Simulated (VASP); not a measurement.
# TiSi: single point with PBEsol

TiSi:

```xyz
2
Lattice="1.7617 -2.0541 0.0000 1.7617 2.0541 0.0000 0.0000 0.0000 3.7469" Properties=species:S:1:pos:R:3 pbc="T T T"
Ti    1.7617    0.0000    0.0000
Si    0.0000    0.0000    1.8734
```

This cell differs from its parent crystal: strain -0.030 along x and y, -0.015 along z.

```
Program             : VASP 6.6.1
Task                : single point
Functional          : PBEsol
Potentials or basis : VASP PAW PBE potentials, release 64 (Ti_sv, Si)
Cutoff              : 520 eV
k mesh              : 18 × 18 × 12
Occupations         : gaussian, width 0.15 eV
Spin                : no spin polarisation
```

```
Pressure               : 6.9 GPa
Band gap on the k mesh : zero (bands 8 and 9 overlap by 1.87 eV)
```

Stress tensor (GPa, compression positive):
```
8.05 0.00 0.00
0.00 5.13 0.00
0.00 0.00 7.47
```

Levels at points of the mesh, in eV from the Fermi level:
| k point | band 6 | band 7 | band 8 | band 9 | band 10 | band 11 |
| --- | --- | --- | --- | --- | --- | --- |
| (0.00, 0.00, 0.00) | -2.67 | -1.79 | -1.26 | 1.84 | 2.57 | 3.23 |
| (0.50, 0.00, 0.00) | -6.70 | -3.16 | -0.93 | 1.86 | 2.59 | 4.72 |
| (0.50, 0.50, 0.00) | -3.90 | -1.47 | -1.47 | -1.08 | -0.42 | 3.35 |
| (0.00, 0.00, 0.50) | -6.75 | -0.94 | 0.48 | 0.79 | 1.89 | 3.32 |
| (0.50, 0.00, 0.50) | -5.10 | -2.56 | -1.82 | 1.41 | 2.01 | 2.06 |
| (0.50, 0.50, 0.50) | -4.12 | -3.55 | -2.76 | 2.30 | 2.63 | 2.84 |

It took 3.9 min on 1 thread of Intel Xeon 8259CL, with other jobs on the host, peak memory 0.35 GiB.

Caveat: the cell differs from its parent crystal (strain -0.030 along x and y, -0.015 along z); the cell stands under pressure; the PAW data sets were made with another functional, which shifts forces and pressure a little.
